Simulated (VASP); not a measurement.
# CaC2 (I4/mmm) in VASP: a series of runs

The runs below take CaC2 through single point, with LDA.

All numbers are computed with VASP 6.6.1; they aren't measurements. Logs are shortened: lines on timing, memory, paths and dates and some standing lists are left out, and cuts for length are marked.

### 1 The cell of the first run

Symmetry: I4/mmm, No. 139, tetragonal system. Conventional cell: a = 3.758 Å, b = 3.758 Å, c = 5.650 Å, α = 90.00°, β = 90.00°, γ = 90.00°. Ca (site symmetry 4/mmm) has 10 C at 2.26 to 2.72 Å within 3.0 Å. C (site symmetry 4mm) has 1 C at 1.13 Å within 1.5 Å.

### 2 Single point, LDA (strain -0.1000 x Voigt [0, 0, 1, 0, 0, 0])

Contents of INCAR:

```
SYSTEM = CaC2
ALGO     = Normal         ! electronic algorithm
EDIFF    = 1E-6           ! SCF threshold, eV
ENCUT    = 600            ! plane-wave cutoff, eV
GGA_COMPAT= .FALSE.      
ISIF     = 2              ! what is computed and relaxed
ISMEAR   = 0              ! smearing method
LASPH    = .TRUE.         ! aspherical terms in the spheres
LCHARG   = .FALSE.        ! write CHGCAR
LREAL    = .FALSE.        ! projectors in reciprocal space
LWAVE    = .FALSE.        ! write WAVECAR
NBANDS   = 16             ! bands
NELM     = 120            ! most SCF steps
PREC     = Accurate       ! precision mode
SIGMA    = 0.05           ! smearing width, eV
```

Contents of KPOINTS:

```
k-points
0
G
  10 10 10
  0 0 0
```

Contents of POSCAR:

```
CaC2
1.0
   -1.8789219473      1.8789219473      2.8249295643
    1.8789219473     -1.8789219473      2.8249295643
    1.8789219473      1.8789219473     -2.8249295643
Ca C
1 2
Direct
    0.0000000000      0.0000000000      0.0000000000
    0.5996770466      0.5996770466      0.0000000000
    0.4003229534      0.4003229534      0.0000000000
```

Potentials or basis: VASP PAW LDA potentials, release 64 (Ca_sv, C).

Command:

```console
cat potpaw_LDA.64/Ca_sv/POTCAR potpaw_LDA.64/C/POTCAR > POTCAR
mpirun -np 1 vasp_std > vasp.out
```

OUTCAR:

```text
SYSTEM = CaC2
   EDIFF = 1E-6
   ENCUT = 600
   ISIF = 2
   ISMEAR = 0
   LASPH = .TRUE.
   LREAL = .FALSE.
   NELM = 120
   PREC = Accurate

 ion  position               nearest neighbor table
   1  0.000  0.000  0.000-   2 2.26   3 2.26
   2  0.600  0.600  0.000-   3 1.13   1 2.26
   3  0.400  0.400  0.000-   2 1.13   1 2.26

  LATTYP: Found a body centered tetragonal cell.
 ALAT       =     3.7578438946
 C/A-ratio  =     1.5034842551

  Lattice vectors:

 A1 = (  -1.8789219473,   1.8789219473,   2.8249295643)
 A2 = (   1.8789219473,  -1.8789219473,   2.8249295643)
 A3 = (   1.8789219473,   1.8789219473,  -2.8249295643)

Analysis of symmetry for initial positions (statically):
=====================================================================
 Subroutine PRICEL returns:
 Original cell was already a primitive cell.

 Routine SETGRP: Setting up the symmetry group for a
 body centered tetragonal supercell.

 Subroutine GETGRP returns: Found 16 space group operations
 (whereof 16 operations were pure point group operations)
 out of a pool of 16 trial point group operations.

The static configuration has the point symmetry D_4h.

Analysis of symmetry for dynamics (positions and initial velocities):
=====================================================================
 Subroutine PRICEL returns:
 Original cell was already a primitive cell.

 Routine SETGRP: Setting up the symmetry group for a
 body centered tetragonal supercell.

 Subroutine GETGRP returns: Found 16 space group operations
 (whereof 16 operations were pure point group operations)
 out of a pool of 16 trial point group operations.

The dynamic configuration has the point symmetry D_4h.

 Subroutine INISYM returns: Found 16 space group operations
 (whereof 16 operations are pure point group operations),
 and found     1 'primitive' translations

----------------------------------------------------------------------------------------

                                     Primitive cell

  volume of cell :      39.8919

  direct lattice vectors                    reciprocal lattice vectors
    -1.878921947  1.878921947  2.824929564     0.000000000  0.266110043  0.176995563
     1.878921947 -1.878921947  2.824929564     0.266110043  0.000000000  0.176995563
     1.878921947  1.878921947 -2.824929564     0.266110043  0.266110043  0.000000000

  length of vectors
     3.878262808  3.878262808  3.878262808     0.319596596  0.319596596  0.376336432
[... 83 lines left out ...]
   EDIFF  = 0.1E-05   stopping-criterion for ELM
   LREAL  =      F    real-space projection
   EDIFFG = 0.1E-04   stopping-criterion for IOM
   NSW    =      0    number of steps for IOM
   IBRION =     -1    ionic relax: 0-MD 1-quasi-New 2-CG
   NFREE  =      0    steps in history (QN), initial steepest desc. (CG)
   ISIF   =      2    stress and relaxation
   ISYM   =      2    0-nonsym 1-usesym 2-fastsym
   POTIM  = 0.5000    time-step for ionic-motion
   TEBEG  =    0.0;   TEEND  =   0.0 temperature during run
   PSTRESS=    0.0 pullay stress
   NELECT =      18.0000    total number of electrons
   NUPDOWN=      -1.0000    fix difference up-down
   EMIN   =  10.00;   EMAX   =-10.00  energy-range for DOS
   EFERMI =   0.00;   METHOD = LEGACY
   ISMEAR =     0;   SIGMA  =   0.05  broadening in eV -4-tet -1-fermi 0-gaus
   EFERMI_NEDOS =   21; number of points for ismear=-14 and -15
   IALGO  =     38    algorithm
   IMIX   =      4    mixing-type and parameters
     AMIX     =   0.40;   BMIX     =  1.00
     AMIX_MAG =   1.60;   BMIX_MAG =  1.00
  volume/ion in A,a.u.               =      13.30        89.73
  Fermi-wavevector in a.u.,A,eV,Ry     =   1.255656  2.372846 21.451921  1.576672
  Thomas-Fermi vector in A             =   2.389402
   LORBIT       =      0    0 simple, 1 ext, 2 COOP (PROOUT), +10 PAW based schemes
   GGA     = CA    functional components
   LHFCALC =     F    Hartree Fock is set to
   AEXX    =    0.0000 exact exchange contribution
   IVDW    =     0    specifies the selected vdW correction
   LEPSILON=     F    determine dielectric tensor
   LRPA    =     F    only Hartree local field effects (RPA)
 non-spin polarized calculation
 Gauss-broadening in eV      SIGMA  =   0.05
  energy-cutoff  :      600.00
  volume of cell :       39.89
 maximum number of plane-waves:      1356
   NGX = 15   NGY = 15   NGZ = 15

 number of electron      17.9999998 magnetization

 Free energy of the ion-electron system (eV)
  ---------------------------------------------------
  ext. energy  EPLUGINS =         0.00000000
  ---------------------------------------------------
  free energy    TOTEN  =       -20.96587168 eV

  energy without entropy =      -20.96587168  energy(sigma->0) =      -20.96587168

 E-fermi :   2.4605     XC(G=0): -10.5367

 val. band max:        2.2351239738   @ k =  -0.3000  -0.3000   0.3000
 cond. band min:       3.2280276014   @ k =   0.5000   0.5000   0.0000
 fundamental gap:      0.9929036276
 Fermi energy:         2.4605166507

 k-point     1 :       0.0000    0.0000    0.0000
  band No.  band energies     occupation
      1     -35.2880      2.00000
      2     -16.6322      2.00000
      3     -16.6322      2.00000
      4     -16.5503      2.00000
      5     -11.2116      2.00000
      6      -0.8386      2.00000
[... 433 lines left out ...]
      3     -16.7796      2.00000
      4     -16.6516      2.00000
      5     -10.6919      2.00000
      6      -1.4410      2.00000
[... 8 lines left out ...]
     15      11.0746      0.00000
     16      11.9978      0.00000

 [... further k-points ...]

------------------------ aborting loop because EDIFF is reached ----------------------------------------

  FORCE on cell =-STRESS in cart. coord.  units (eV):
  Direction    XX          YY          ZZ          XY          YZ          ZX
  --------------------------------------------------------------------------------------
  -------------------------------------------------------------------------------------
  Total        0.2548964      0.2548964     25.1115920      0.0000000      0.0000000      0.0000000
  in kB       10.2373882     10.2373882   1008.5553442      0.0000000      0.0000000      0.0000000
  external PRESSURE =     343.0100402 kB  Pullay stress =       0.0000000 kB

 VOLUME and BASIS-vectors are now :
 -----------------------------------------------------------------------------
  energy-cutoff  :      600.00
  volume of cell :       39.89
      direct lattice vectors                 reciprocal lattice vectors
    -1.878921947  1.878921947  2.824929564     0.000000000  0.266110043  0.176995563
     1.878921947 -1.878921947  2.824929564     0.266110043  0.000000000  0.176995563
     1.878921947  1.878921947 -2.824929564     0.266110043  0.266110043  0.000000000

 POSITION                                       TOTAL-FORCE (eV/Angst)
 -----------------------------------------------------------------------------------
      0.00000      0.00000      0.00000        -0.000000     -0.000000     -0.000000
      0.00000      0.00000      3.38809        -0.000000     -0.000000     13.012319
      0.00000      0.00000      2.26177         0.000000      0.000000    -13.012319
 -----------------------------------------------------------------------------------
    total drift:                                0.000000      0.000000      0.000000

  FREE ENERGIE OF THE ION-ELECTRON SYSTEM (eV)
  ---------------------------------------------------
  free  energy   TOTEN  =       -20.9658716845 eV

  energy  without entropy=      -20.9658716845  energy(sigma->0) =      -20.96587168
```

OSZICAR:

```text
N       E                     dE             d eps       ncg     rms          rms(c)
DAV:   1     0.131990246731E+03    0.13199E+03   -0.99052E+03  3264   0.122E+03
DAV:   2    -0.187998058715E+02   -0.15079E+03   -0.14456E+03  4104   0.297E+02
DAV:   3    -0.253300555627E+02   -0.65302E+01   -0.65004E+01  4352   0.610E+01
DAV:   4    -0.255794118671E+02   -0.24936E+00   -0.24926E+00  4840   0.104E+01
DAV:   5    -0.255817269778E+02   -0.23151E-02   -0.23151E-02  4216   0.109E+00    0.114E+01
DAV:   6    -0.213392791825E+02    0.42424E+01   -0.78992E+00  3488   0.226E+01    0.515E+00
DAV:   7    -0.209888093824E+02    0.35047E+00   -0.26522E+00  4304   0.923E+00    0.239E+00
DAV:   8    -0.209832695773E+02    0.55398E-02   -0.37674E-01  4128   0.440E+00    0.673E-01
DAV:   9    -0.209655351717E+02    0.17734E-01   -0.72161E-02  3936   0.182E+00    0.130E-01
DAV:  10    -0.209658527247E+02   -0.31755E-03   -0.46948E-03  4008   0.490E-01    0.876E-02
DAV:  11    -0.209658690812E+02   -0.16356E-04   -0.21463E-04  4920   0.946E-02    0.513E-02
DAV:  12    -0.209658759659E+02   -0.68848E-05   -0.46300E-05  3624   0.554E-02    0.224E-02
DAV:  13    -0.209658716533E+02    0.43126E-05   -0.15143E-05  3680   0.294E-02    0.520E-03
DAV:  14    -0.209658716845E+02   -0.31130E-07   -0.95957E-07  2736   0.911E-03
   1 F= -.20965872E+02 E0= -.20965872E+02  d E =-.843895E-13
```

stdout:

```text
POSCAR found type information on POSCAR CaC
 POSCAR found :  2 types and       3 ions
 scaLAPACK will be used
 LDA part: xc-table for (Slater(with rela. corr.)+CA(PZ))
 , standard interpolation
 POSCAR, INCAR and KPOINTS ok, starting setup
 FFT: planning ... GRIDC
 FFT: planning ... GRID_SOFT
 FFT: planning ... GRID
 WAVECAR not read
 entering main loop
```

Wall time 51 s (1 thread of Intel Xeon Platinum 8488C (Sapphire Rapids), shared host); peak memory 0.21 GiB.

Results:

| Property | Result |
| --- | --- |
| Free energy | -20.9659 eV |
| Pressure | 34.3 GPa |
| Largest force | 13.012 eV/Å |
| Band gap on the k mesh | 0.99 eV (least direct gap 2.38 eV) |

Forces in eV/Å, atoms in the order of the input:
```
Ca    0.000   0.000   0.000
C     0.000   0.000  13.012
C     0.000   0.000 -13.012
```

Stress tensor (GPa, compression positive):
```
  1.02   0.00   0.00
  0.00   1.02   0.00
  0.00   0.00 100.86
```

Caveat: the cell differs from its parent crystal (strain -0.1000 x Voigt [0, 0, 1, 0, 0, 0]); the cell stands under pressure; forces of over 1 eV/Å act on the atoms, so gaps and moduli don't describe the material at rest.

### 3 Single point, LDA (strain -0.0750 x Voigt [0, 0, 1, 0, 0, 0])

Contents of INCAR:

```
ALGO = Normal
EDIFF = 1E-6
ENCUT = 600
GGA = CA
GGA_COMPAT = F
ISIF = 2
ISMEAR = 0
LASPH = T
LCHARG = F
LREAL = F
LWAVE = F
NBANDS = 16
NELM = 120
PREC = Accurate
SIGMA = 0.05
```

Contents of KPOINTS:

```
k-points
0
Gamma
  10 10 10
```

Contents of POSCAR:

```
CaC2
1.0
   -1.8789219473      1.8789219473      2.9033998300
    1.8789219473     -1.8789219473      2.9033998300
    1.8789219473      1.8789219473     -2.9033998300
Ca C
1 2
Direct
    0.0000000000      0.0000000000      0.0000000000
    0.5996770466      0.5996770466      0.0000000000
    0.4003229534      0.4003229534      0.0000000000
```

Potentials or basis: VASP PAW LDA potentials, release 64 (Ca_sv, C).

Command:

```console
cat potpaw_LDA.64/Ca_sv/POTCAR potpaw_LDA.64/C/POTCAR > POTCAR
mpirun -np 1 vasp_std > vasp.out
```

It took 64 s on 1 thread of Intel Xeon Platinum 8488C (Sapphire Rapids), shared host; peak memory 0.21 GiB.

It converged, with:

| Property | Result |
| --- | --- |
| Free energy | -21.5468 eV |
| Pressure | 23.2 GPa |
| Largest force | 8.902 eV/Å |
| Band gap on the k mesh | 1.00 eV (least direct gap 2.33 eV) |

Forces on the atoms (eV/Å):
```
Ca   0.000  0.000  0.000
C    0.000  0.000  8.902
C    0.000  0.000 -8.902
```

Stress tensor (GPa, compression positive):
```
 0.88  0.00  0.00
 0.00  0.88  0.00
 0.00  0.00 67.72
```

Levels at points of the mesh, in eV from the valence-band top:
```csv
k point,band 5,band 6,band 7,band 8,band 9,band 10,band 11,band 12,band 13,band 14
"(0.00, 0.00, 0.00)",-13.30,-3.02,-1.31,-1.25,-1.25,3.12,3.12,4.74,5.44,6.23
"(0.50, 0.00, 0.00)",-12.66,-4.46,-2.44,-2.28,-0.61,5.49,6.59,6.59,6.83,6.98
"(0.50, 0.50, 0.00)",-12.93,-3.14,-2.32,-1.77,-1.33,1.00,7.05,7.20,7.93,8.44
"(0.50, 0.50, 0.50)",-12.95,-3.99,-2.00,-2.00,-0.24,3.04,6.88,6.96,7.70,7.70
```

Caveat: the cell differs from its parent crystal (strain -0.0750 x Voigt [0, 0, 1, 0, 0, 0]); the cell stands under pressure; forces of over 1 eV/Å act on the atoms, so gaps and moduli don't describe the material at rest. A k mesh can miss the band edges.
